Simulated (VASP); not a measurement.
A run of VASP 6.6.1 is set up as follows.

File POSCAR:

```
NaF
1.0
    0.0000000000      2.2972417895      2.2972417895
    2.2972417895      0.0000000000      2.2972417895
    2.2972417895      2.2972417895      0.0000000000
Na F
1 1
Direct
    0.0000000000      0.0000000000      0.0000000000
    0.5000000000      0.5000000000      0.5000000000
```

File INCAR.step1:

```
  ALGO = Normal
  EDIFF = 1E-4
  ENCUT = 520
  GGA = PE
  ISMEAR = 0
  LASPH = T
  LCHARG = F
  LREAL = F
  LWAVE = T
  NBANDS = 14
  NELM = 80
  PREC = Accurate
  SIGMA = 0.01
```

Contents of INCAR.step2:

```
  ALGO = Normal
  EDIFF = 1E-6
  ENCUT = 520
  ISIF = 2
  ISMEAR = 0
  ISTART = 1
  LASPH = T
  LCHARG = T
  LELF = T
  LMIXTAU = T
  LREAL = F
  LVHAR = T
  LWAVE = F
  METAGGA = R2SCAN
  NBANDS = 14
  NELM = 80
  PREC = Accurate
  SIGMA = 0.01
```

KPOINTS

```
k-points
0
Gamma
  8 8 8
```

Potentials or basis: VASP PAW PBE potentials, release 64 (Na_pv, F).

Launch:

```console
$ cat potpaw_PBE.64/Na_pv/POTCAR potpaw_PBE.64/F/POTCAR > POTCAR
$ cp INCAR.step1 INCAR
$ mpirun -np 1 vasp_std > vasp.out
$ cp INCAR.step2 INCAR
$ mpirun -np 1 vasp_std > vasp.out
```

Question: What does it give for the pressure?

Answer: -0.8 GPa.

Question: Estimate the band gap on the k mesh.

Answer: 7.32 eV, direct.

Caveat: the PAW data sets were made with another functional, which shifts forces and pressure a little. r2SCAN opens gaps a little over a GGA but as a rule still falls short of measured ones.
